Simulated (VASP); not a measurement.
Wanted: the native input for a VASP 6.6.1 run.

| Property | Result |
| --- | --- |
| Task | electric field gradients |
| Functional | LDA |
| Potentials or basis | VASP PAW LDA potentials, release 64 (Ga_d, N) |
| Cutoff | 520 eV |
| k mesh | 13 × 13 × 13 |
| Occupations | fermi-dirac, width 0.02 eV |
| Spin | no spin polarisation |
| Dipole correction | no |
| Further INCAR settings | ALGO = Normal; EDIFF = 1e-08; NBANDS = 16 |

The structure of GaN lies in POSCAR:

```
GaN
1.0
    0.0000000000      1.9925000000      1.9925000000
    1.9925000000      0.0000000000      1.9925000000
    1.9925000000      1.9925000000      0.0000000000
Ga N
1 1
Direct
    0.5000000000      0.5000000000      0.5000000000
    0.0000000000      0.0000000000      0.0000000000
```

One way to write it, as run:

INCAR

```
SYSTEM = GaN
PREC = Accurate ; ENCUT = 520
EDIFF = 1E-8 ; ISMEAR = -1
SIGMA = 0.02 ; LREAL = .FALSE.
LASPH = .TRUE. ; NELM = 80
ALGO = Normal ; ISIF = 2
LWAVE = .FALSE. ; LCHARG = .FALSE.
GGA = CA ; LEFG = .TRUE.
NBANDS = 16
```

KPOINTS

```
regular mesh
0
G
  13 13 13
  0 0 0
```

Potentials or basis: VASP PAW LDA potentials, release 64 (Ga_d, N).

Run with:

```bash
$ cat potpaw_LDA.64/Ga_d/POTCAR potpaw_LDA.64/N/POTCAR > POTCAR
$ mpirun -np 1 vasp_std > vasp.out
```

It gave:

The pressure is 52.3 GPa and the band gap on the k mesh is 1.73 eV, indirect (least direct gap 5.31 eV).

Caveat: without QUAD_EFG the Cq values of the log hold for a quadrupole moment of 1 mb, not for the nuclei.

It took 8.7 s on 1 thread of Intel(R) Xeon(R) 6975P-C (Granite Rapids), on a shared host, peak memory 0.14 GiB.
